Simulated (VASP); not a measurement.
Wanted: the native input for a VASP 6.6.1 run.

* Task: single point
* Functional: LDA
* Potentials or basis: VASP PAW LDA potentials, release 64 (Sn_d, O)
* Cutoff: 520 eV
* k mesh: 10 × 10 × 10
* Occupations: gaussian, width 0.05 eV
* Spin: no spin polarisation
* Dipole correction: no
* Further INCAR settings: ALGO = Normal; EDIFF = 1e-07; NBANDS = 35

The structure of SnO2 lies in POSCAR:

```
SnO2
1.0
   -2.1450020794      2.1450020794      5.2937745019
    2.1450020794     -2.1450020794      5.2937745019
    2.1450020794      2.1450020794     -5.2937745019
Sn O
2 4
Direct
    0.7500000000      0.2500000000      0.5000000000
    0.0000000000      0.0000000000      0.0000000000
    0.7969975834      0.7969975834      0.0000000000
    0.9530024166      0.4530024166      0.5000000000
    0.2030024166      0.2030024166      0.0000000000
    0.5469975834      0.0469975834      0.5000000000
```

This cell differs from its parent crystal: strain +0.080 along x and y, +0.040 along z.

The input as run:

INCAR

```
ALGO     = Normal         # electronic algorithm
EDIFF    = 1E-7           # SCF threshold, eV
ENCUT    = 520            # plane-wave cutoff, eV
GGA      = CA             # functional
ISIF     = 2              # what is computed and relaxed
ISMEAR   = 0              # smearing method
LASPH    = T              # aspherical terms in the spheres
LCHARG   = F              # write CHGCAR
LREAL    = F              # projectors in reciprocal space
LWAVE    = F              # write WAVECAR
NBANDS   = 35             # bands
NELM     = 60             # most SCF steps
PREC     = Accurate       # precision mode
SIGMA    = 0.05           # smearing width, eV
```

KPOINTS

```
k-points
0
Gamma
  10 10 10
```

Potentials or basis: VASP PAW LDA potentials, release 64 (Sn_d, O).

The run is started by

```console
$ cat potpaw_LDA.64/Sn_d/POTCAR potpaw_LDA.64/O/POTCAR > POTCAR
$ mpirun -np 1 vasp_std > vasp.out
```

It gave:

| Item | Value |
| --- | --- |
| Pressure | -21.3 GPa |
| Largest force | 0.746 eV/Å |
| Band gap on the k mesh | 0.20 eV, indirect (least direct gap 0.48 eV) |

Caveat: the cell differs from its parent crystal (strain +0.080 along x and y, +0.040 along z); spin-orbit coupling is left out, which moves the levels of the heavy elements.

Run time: 9.1 min on 1 thread of Intel Xeon 6975P-C (shared host), peak memory 0.44 GiB.
